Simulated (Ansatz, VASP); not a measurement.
**NbSb in VASP and in Ansatz**

```
Nb Sb
1.0
     3.52275    0.00000    0.00000
    -1.76138    3.05079    0.00000
     0.00000    0.00000    3.73600
Nb Sb
1 1
Direct
  0.00000 0.00000 0.00000
  0.33333 0.66667 0.50000
```

Change from the starting cell: volume scaled by 0.9405, crystal datasets.

Alike in both runs: task electric field gradients; functional PBE; k mesh 11 × 11 × 10; occupations fermi-dirac, width 0.05 eV; no spin polarisation.

|  | VASP | Ansatz |
| --- | --- | --- |
| version | VASP 6.6.1 | Ansatz 0.2.0 |
| potentials or method | VASP PAW PBE potentials, release 64 (Nb_sv, Sb), cutoff 520 eV | all-electron PAW with datasets made for the crystal, scalar-relativistic |

|  | VASP | Ansatz | Ansatz less VASP |
| --- | --- | --- | --- |
| pressure (GPa) | 8.8 | 9.1 | +0.30 |
| traceless stress, the component that is largest in VASP (GPa) | 1.99 | 2.02 | +0.028 |
| size of Vzz on the site where it differs most (V/Å²) | 82.6 | 79.4 | -3.23 |

Ansatz ran all-electron here, and VASP with PAW potentials.

Spin-orbit coupling is off throughout.
